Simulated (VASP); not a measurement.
Here is a VASP 6.6.1 calculation.

File INCAR:

```
SYSTEM = Ca3GeN
PREC = Accurate
ENCUT = 520
EDIFF = 1E-6
ISMEAR = -1
SIGMA = 0.1
LREAL = .False.
LASPH = .True.
NELM = 60
ALGO = Normal
ISIF = 2
LWAVE = .False.
LCHARG = .False.
NBANDS = 32
```

Contents of KPOINTS:

```
Automatic mesh
0
Gamma
  5 5 5
  0 0 0
```

File POSCAR:

```
Ca3GeN
1.0
    4.7173207989      0.0000000000      0.0000000000
    0.0000000000      4.7173207989      0.0000000000
    0.0000000000      0.0000000000      4.7173207989
Ca Ge N
3 1 1
Direct
    0.0000000000      0.5000000000      0.5000000000
    0.5000000000      0.0000000000      0.5000000000
    0.5000000000      0.5000000000      0.0000000000
    0.0000000000      0.0000000000      0.0000000000
    0.5000000000      0.5000000000      0.5000000000
```

Potentials or basis: VASP PAW LDA potentials, release 64 (Ca_sv, Ge_d, N).

The run is started by

```bash
$ cat potpaw_LDA.64/Ca_sv/POTCAR potpaw_LDA.64/Ge_d/POTCAR potpaw_LDA.64/N/POTCAR > POTCAR
$ mpirun -np 1 vasp_std > vasp.out
```

Problem. What does it give for the pressure?

Solution. -0.6 GPa.

Problem. Predict the band gap on the k mesh.

Solution. Zero (an odd number of electrons rules out a gap without spin polarisation).
